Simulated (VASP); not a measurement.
# ReP: single point with r2SCAN

The system is ReP.

```
Re P
1.0
     0.00000    2.44044    2.44044
     2.44044    0.00000    2.44044
     2.44044    2.44044    0.00000
Re P
1 1
Direct
  0.50000 0.50000 0.50000
  0.00000 0.00000 0.00000
```

* Program: VASP 6.6.1
* Task: single point
* Functional: r2SCAN
* Potentials or basis: VASP PAW PBE potentials, release 64 (Re, P)
* Cutoff: 660 eV
* k mesh: 12 × 12 × 12
* Occupations: gaussian, width 0.05 eV
* Spin: no spin polarisation

```json
{"Pressure": "2.8 GPa", "Band gap on the k mesh": "zero (bands 6 and 7 overlap by 0.81 eV)"}
```

Levels at points of the mesh, in eV from the Fermi level:
```
           k point  band 3  band 4  band 5  band 6  band 7  band 8  band 9  band 10
(0.00, 0.00, 0.00)   -3.07   -3.07   -2.65   -2.65   -0.38   -0.38   -0.38     7.14
(0.50, 0.00, 0.00)   -6.05   -6.05   -0.24   -0.24    0.69    3.75    6.55     6.55
(0.50, 0.50, 0.00)   -5.06   -2.77   -2.77   -1.45    0.55    0.55    0.62     4.96
```

Wall time 7.7 min on 1 thread of Intel Xeon 8259CL, with other jobs on the host, peak memory 0.17 GiB.

Caveat: the PAW data sets were made with another functional, which shifts forces and pressure a little; spin-orbit coupling is left out, which moves the levels of the heavy elements.
